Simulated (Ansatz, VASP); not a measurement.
## Two plane-wave programs on Al3GaN4

File POSCAR:

```
Al3GaN4
1.0
    4.6079384813     -0.0030961490      0.0393411901
   -0.0030961490      4.2641930567      0.0744938854
    0.0393411901      0.0744938854      4.5020603782
Al Ga N
3 1 4
Direct
    0.4971313945      0.5067486921      0.0046133166
    0.4991078922     -0.0106316406      0.5070999519
   -0.0012500690      0.5023012599      0.5035395563
    0.0017450628     -0.0042109286      0.0007982877
    0.7444033791      0.7375187590      0.2439694067
    0.7393728474      0.2660428354      0.7360366307
    0.2633857881      0.7443369646      0.7515936396
    0.2561037049      0.2578940583      0.2523492105
```

INCAR.step1

```
ALGO = Normal ; EDIFF = 1E-4
ENCUT = 520 ; GGA = PE
ISMEAR = 0 ; LASPH = T
LCHARG = F ; LREAL = F
LWAVE = T ; NBANDS = 31
NELM = 80 ; PREC = Accurate
SIGMA = 0.05
```

File INCAR.step2:

```
ALGO = Normal ; EDIFF = 1E-7
ENCUT = 520 ; ISIF = 2
ISMEAR = 0 ; ISTART = 1
LASPH = T ; LCHARG = F
LMIXTAU = T ; LREAL = F
LWAVE = F ; METAGGA = R2SCAN
NBANDS = 31 ; NELM = 80
PREC = Accurate ; SIGMA = 0.05
```

Contents of KPOINTS:

```
k-points
0
Gamma
  6 6 6
```

Input for Ansatz:

```yaml
crystal:
  lattice:
    - [4.6079384813, -0.003096149, 0.0393411901]
    - [-0.003096149, 4.2641930567, 0.0744938854]
    - [0.0393411901, 0.0744938854, 4.5020603782]
  atoms:
    - { symbol: Al, position: [0.4971313945, 0.5067486921, 0.0046133166] }
    - { symbol: Al, position: [0.4991078922, -0.0106316406, 0.5070999519] }
    - { symbol: Al, position: [-0.001250069, 0.5023012599, 0.5035395563] }
    - { symbol: Ga, position: [0.0017450628, -0.0042109286, 0.0007982877] }
    - { symbol: "N", position: [0.7444033791, 0.737518759, 0.2439694067] }
    - { symbol: "N", position: [0.7393728474, 0.2660428354, 0.7360366307] }
    - { symbol: "N", position: [0.2633857881, 0.7443369646, 0.7515936396] }
    - { symbol: "N", position: [0.2561037049, 0.2578940583, 0.2523492105] }
basis:
  ecutwfc: 500
kpoints:
  mp_grid: { grid: [6, 6, 6] }
hamiltonian:
  xc: r2scan
scf:
  occupations: { method: gaussian, width: 0.05 }
output:
  forces: true
  stress: true
  eigenvalues: true
  write_density: true
  write_potential: true
  elf: true
  volumetric_format: npy
```

Change from the starting cell: all atoms moved at random (sigma 0.03 Å a component), cell strained at random (sigma 0.03).

Alike in both runs: task single point; functional r2SCAN; k mesh 6 × 6 × 6; occupations gaussian, width 0.05 eV; no spin polarisation.

|  | VASP | Ansatz |
| --- | --- | --- |
| version | VASP 6.6.1 | Ansatz 0.2.0 |
| potentials or method | VASP PAW PBE potentials, release 64 (Al, Ga_d, N), cutoff 520 eV | scalar-relativistic, plane waves, PAW |
| valence electrons in the cell | 42 | 42 |

```csv
,VASP,Ansatz,Ansatz less VASP
gap on the k mesh at the Fermi level (eV),3.39,3.38,-0.012
least direct gap on the mesh (eV),3.39,3.38,-0.012
pressure (GPa),-6.4,-6.3,+0.06
"traceless stress, the component that is largest in VASP (GPa)",-8.07,-7.98,+0.091
rms of the force components (eV/Å),0.678,0.675,-0.0029
```

VASP's potentials were made for PBE, not for r2SCAN. Atom by atom the forces differ by 0.029 eV/Å (rms over components). With one functional, cell and mesh, what is left measures potentials, basis and numerics.
